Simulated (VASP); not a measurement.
Here is a VASP 6.6.1 calculation.

INCAR

```
SYSTEM = PbS
PREC = Accurate
ENCUT = 520
EDIFF = 1E-7
ISMEAR = -1
SIGMA = 0.02
LREAL = .FALSE.
LASPH = .TRUE.
NELM = 100
ALGO = Normal
ISIF = 2
LWAVE = .FALSE.
LCHARG = .FALSE.
GGA = PE
NBANDS = 17
```

The input KPOINTS:

```
regular mesh
0
G
  8 8 8
  0 0 0
```

File POSCAR:

```
PbS
1.0
    0.0000000000      3.1067219694      2.9575150206
    3.1067219694      0.0000000000      2.9575150206
    3.1067219694      3.1067219694      0.0000000000
Pb S
1 1
Direct
    0.0000000000      0.0000000000      0.0000000000
    0.5000000000      0.5000000000      0.5000000000
```

Potentials or basis: VASP PAW PBE potentials, release 64 (Pb_d, S).

Launch:

```bash
$ cat potpaw_PBE.64/Pb_d/POTCAR potpaw_PBE.64/S/POTCAR > POTCAR
$ mpirun -np 1 vasp_std > vasp.out
```

(1) What does it give for the band gap on the k mesh?

(2) Estimate the pressure.

Results:

(1) 0.60 eV, direct.

(2) -2.2 GPa.

Caveat: the cell differs from its parent crystal (epitaxial xy strain +4.0%); spin-orbit coupling is left out, which moves the levels of the heavy elements.
